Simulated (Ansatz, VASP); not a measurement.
One calculation of Ir, two programs

INCAR

```
SYSTEM = Ir
PREC = Accurate ; ENCUT = 520
EDIFF = 1E-6 ; ISMEAR = 0
SIGMA = 1.0 ; LREAL = .FALSE.
LASPH = .TRUE. ; NELM = 60
ALGO = Normal ; ISIF = 2
LWAVE = .FALSE. ; LCHARG = .TRUE.
GGA = PE ; LELF = .TRUE.
LVHAR = .TRUE. ; NBANDS = 10
```

The input KPOINTS:

```
Automatic mesh
0
G
  14 14 14
  0 0 0
```

POSCAR

```
Ir
1.0
    0.0000000000      1.9360622002      1.9360622002
    1.9360622002      0.0000000000      1.9360622002
    1.9360622002      1.9360622002      0.0000000000
Ir
1
Direct
    0.0000000000      0.0000000000      0.0000000000
```

Input for Ansatz:

```yaml
crystal:
  lattice:
    - [0.0, 1.9360622002, 1.9360622002]
    - [1.9360622002, 0.0, 1.9360622002]
    - [1.9360622002, 1.9360622002, 0.0]
  atoms:
    - { symbol: Ir, position: [0.0, 0.0, 0.0] }
hamiltonian:
  xc: pbe
  pseudopotentials:
    kind: paw
    azcp:
      Ir: "pseudopotentials/Ir.paw.azcp"
basis:
  ecutwfc: 420
  fft_grid_basis: typed
kpoints:
  mp_grid: { grid: [14, 14, 14], shift: [0, 0, 0] }
magnetization:
  spin_polarized: false
scf:
  occupations: { method: gaussian, width: 1.0 }
  lower_state_search: "off"
output:
  stress: true
```

Alike in both runs: task single point; functional PBE; k mesh 14 × 14 × 14; occupations gaussian, width 1 eV; no spin polarisation.

|  | VASP | Ansatz |
| --- | --- | --- |
| version | VASP 6.6.1 | Ansatz 0.2.0 |
| potentials or method | VASP PAW PBE potentials, release 64 (Ir), cutoff 520 eV | plane waves (420 eV) with PAW, scalar-relativistic |
| valence electrons in the cell | 9 | 17 |

```csv
,VASP,Ansatz,Ansatz less VASP
pressure (GPa),5.2,4.6,-0.56
```

VASP's potentials hold 9 valence electrons a cell and Ansatz's 17, so a difference there can come from the potentials and not from the codes.

Spin-orbit coupling is off throughout.
